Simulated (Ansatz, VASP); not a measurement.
## Si2Mo: VASP beside Ansatz

```
Si Mo
1.0
    -1.62106    1.62106    3.98222
     1.62106   -1.62106    3.98222
     1.62106    1.62106   -3.98222
Si Mo
2 1
Direct
  0.33300 0.33300 0.00000
  0.66700 0.66700 0.00000
  0.00000 0.00000 0.00000
```

Alike in both runs: task single point; functional PBE; k mesh 13 × 13 × 13; occupations fermi-dirac, width 0.1 eV; no spin polarisation.

```csv
,VASP,Ansatz
version,VASP 6.6.1,Ansatz 0.2.0
potentials or method,"VASP PAW PBE potentials, release 64 (Si, Mo_sv), cutoff 520 eV","plane waves, PAW"
valence electrons in the cell,22,22
```

```csv
,VASP,Ansatz,Ansatz less VASP
pressure (GPa),-5.4,-5.6,-0.16
"traceless stress, the component that is largest in VASP (GPa)",-1.36,-1.35,+0.006
```
